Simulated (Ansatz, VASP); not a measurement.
Two plane-wave programs on Ga

Contents of INCAR:

```
ALGO = Fast
EDIFF = 1E-6
ENCUT = 520
GGA = PS
ISIF = 2
ISMEAR = 0
LASPH = True
LCHARG = False
LREAL = False
LWAVE = False
NBANDS = 12
NELM = 60
PREC = Accurate
SIGMA = 0.15
```

File KPOINTS:

```
k-points
0
Gamma
  24 24 24
```

The input POSCAR:

```
Ga
1.0
   -1.4461200000      1.4461200000      2.2290000000
    1.4461200000     -1.4461200000      2.2290000000
    1.4461200000      1.4461200000     -2.2290000000
Ga
1
Direct
    0.0000000000      0.0000000000      0.0000000000
```

Input for Ansatz:

```yaml
crystal:
  lattice:
    - [-1.44612, 1.44612, 2.229]
    - [1.44612, -1.44612, 2.229]
    - [1.44612, 1.44612, -2.229]
  atoms:
    - { symbol: Ga, position: [0.0, 0.0, 0.0] }
basis:
  ecutwfc: 420
kpoints:
  mp_grid: { grid: [24, 24, 24] }
hamiltonian:
  xc: pbesol
scf:
  occupations: { method: gaussian, width: 0.15 }
output:
  forces: true
  stress: true
  eigenvalues: true
  write_density: true
  write_potential: true
  elf: true
  volumetric_format: npy
```

Change from the starting cell: strain +0.030 along x and y, +0.000 along z, atoms carried along.

Alike in both runs: task single point; functional PBEsol; k mesh 24 × 24 × 24; occupations gaussian, width 0.15 eV; no spin polarisation.

```csv
,VASP,Ansatz
version,VASP 6.6.1,Ansatz 0.2.0
potentials or method,"VASP PAW PBE potentials, release 64 (Ga_d), cutoff 520 eV","scalar-relativistic, plane waves, PAW"
valence electrons in the cell,13,13
```

Ansatz gave:

```
gap on the k mesh at the Fermi level (eV) : none
pressure (GPa)                            : -2.7
```

Problem. Estimate VASP's values.

Solution. gap on the k mesh at the Fermi level (eV): none; pressure (GPa): -2.6.

VASP's potentials were made for PBE, not for PBEsol. A gap of «none» marks a metal or a gap that the smearing closes.
